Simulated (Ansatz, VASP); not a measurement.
## SnO2: VASP beside Ansatz

Contents of INCAR:

```
  PREC = Accurate
  ENCUT = 520
  EDIFF = 1E-7
  ISMEAR = 0
  SIGMA = 0.05
  LREAL = False
  LASPH = True
  NELM = 60
  ALGO = Normal
  ISIF = 2
  LWAVE = False
  LCHARG = False
  GGA = PE
  NBANDS = 20
```

File KPOINTS:

```
Automatic mesh
0
Gamma
  12 12 12
```

The input POSCAR:

```
SnO2
1.0
    1.6437000000      0.9489906375      4.5248000000
   -1.6437000000      0.9489906375      4.5248000000
    0.0000000000     -1.8979812749      4.5248000000
Sn O
1 2
Direct
    0.5000000000      0.5000000000      0.5000000000
    0.2348826742      0.2348826742      0.2348826742
    0.7651173258      0.7651173258      0.7651173258
```

Input for Ansatz:

```yaml
crystal:
  lattice:
    - [1.6437, 0.9489906375, 4.5248]
    - [-1.6437, 0.9489906375, 4.5248]
    - [0.0, -1.8979812749, 4.5248]
  atoms:
    - { symbol: Sn, position: [0.5, 0.5, 0.5] }
    - { symbol: O, position: [0.2348826742, 0.2348826742, 0.2348826742] }
    - { symbol: O, position: [0.7651173258, 0.7651173258, 0.7651173258] }
basis:
  ecutwfc: 520.0
kpoints:
  mp_grid: { grid: [12, 12, 12] }
hamiltonian:
  xc: pbe
  pseudopotentials: { kind: paw, azcp: { folder: soft_1 } }
scf:
  occupations: { method: gaussian, width: 0.05 }
output:
  forces: true
  stress: true
  eigenvalues: true
```

Alike in both runs: task single point; functional PBE; k mesh 12 × 12 × 12; occupations gaussian, width 0.05 eV; no spin polarisation.

|  | VASP | Ansatz |
| --- | --- | --- |
| version | VASP 6.6.1 | Ansatz 0.2.0 |
| potentials or method | VASP PAW PBE potentials, release 64 (Sn_d, O), cutoff 520 eV | scalar-relativistic, plane waves, PAW |
| valence electrons in the cell | 26 | 26 |

Ansatz gave:

* gap on the k mesh at the Fermi level (eV): 1.65
* least direct gap on the mesh (eV): 1.80
* pressure (GPa): 1.2
* traceless stress, the component that is largest in VASP (GPa): 3.60
* rms of the force components (eV/Å): 0.324

What did VASP give for the same quantities?

gap on the k mesh at the Fermi level (eV): 1.63; least direct gap on the mesh (eV): 1.79; pressure (GPa): 1.8; traceless stress, the component that is largest in VASP (GPa): 3.14; rms of the force components (eV/Å): 0.349.

Atom by atom the forces differ by 0.025 eV/Å (rms over components).
